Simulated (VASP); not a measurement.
# CaSe: single point with PBE

CaSe:

```
Ca Se
1.0
     0.00000    2.95600    2.95600
     2.95600    0.00000    2.95600
     2.95600    2.95600    0.00000
Ca Se
1 1
Direct
  0.00000 0.00000 0.00000
  0.50000 0.50000 0.50000
```

```yaml
Program: VASP 6.6.1
Task: single point
Functional: PBE
Potentials_or_basis: VASP PAW PBE potentials, release 64 (Ca_sv, Se)
Cutoff: 520 eV
k_mesh: 2 × 2 × 2
Occupations: fermi-dirac, width 0.02 eV
Spin: no spin polarisation
```

* Pressure: 4.7 GPa
* Band gap on the k mesh: 1.83 eV, indirect (least direct gap 2.79 eV)

Levels at points of the mesh, in eV from the valence-band top:
```csv
k point,band 5,band 6,band 7,band 8,band 9,band 10,band 11,band 12
"(0.00, 0.00, 0.00)",-11.76,0.00,0.00,0.00,3.27,3.47,3.47,3.47
"(0.50, 0.00, 0.00)",-11.04,-3.37,-1.26,-1.26,4.41,5.23,5.23,5.24
"(0.50, 0.50, 0.00)",-11.16,-2.59,-0.97,-0.97,1.83,4.77,4.89,5.75
```

Run time: 4.4 s on 1 thread of AMD EPYC 7R13 Processor (Zen 3), with other jobs on the host, peak memory 0.14 GiB.

Caveat: the k points lie up to 0.92 Å⁻¹ apart. Expect the measured gap to be larger: semilocal functionals such as PBE lack the derivative discontinuity.
